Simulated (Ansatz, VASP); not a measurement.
One calculation of CoAu, two programs

```xyz
2
Lattice="-1.8904 -1.8904 -3.8594 -1.8904 -3.8594 -1.8904 -3.8594 -1.8904 -1.8904" Properties=species:S:1:pos:R:3 pbc="T T T"
Co   -1.8904   -1.8904   -3.8594
Au   -3.8201   -3.8201   -3.8201
```

Alike in both runs: functional PBE; k mesh 18 × 18 × 18; occupations gaussian, width 0.1 eV; collinear spin.

Ansatz relaxed the structure, and its values are those at the end. VASP's run is a single point on that final structure, the one shown.

|  | VASP | Ansatz |
| --- | --- | --- |
| version | VASP 6.6.1 | Ansatz 0.2.0 |
| potentials or method | VASP PAW PBE potentials, release 64 (Co, Au), cutoff 520 eV | scalar-relativistic, plane waves, PAW |
| valence electrons in the cell | 20 | 36 |

```csv
,VASP,Ansatz,Ansatz less VASP
gap on the k mesh at the Fermi level (eV),none,none,-
pressure (GPa),-0.3,0.0,+0.32
net moment per atom (μB),0.89,0.90,+0.010
size of the moment on the site where the two differ most (μB),1.83,1.87,+0.039
```

Site moments also hang on the region over which each program counts them. A gap of «none» marks a metal or a gap that the smearing closes. VASP's potentials hold 20 valence electrons a cell and Ansatz's 36, so a difference there can come from the potentials and not from the codes.

Spin-orbit coupling is off throughout.
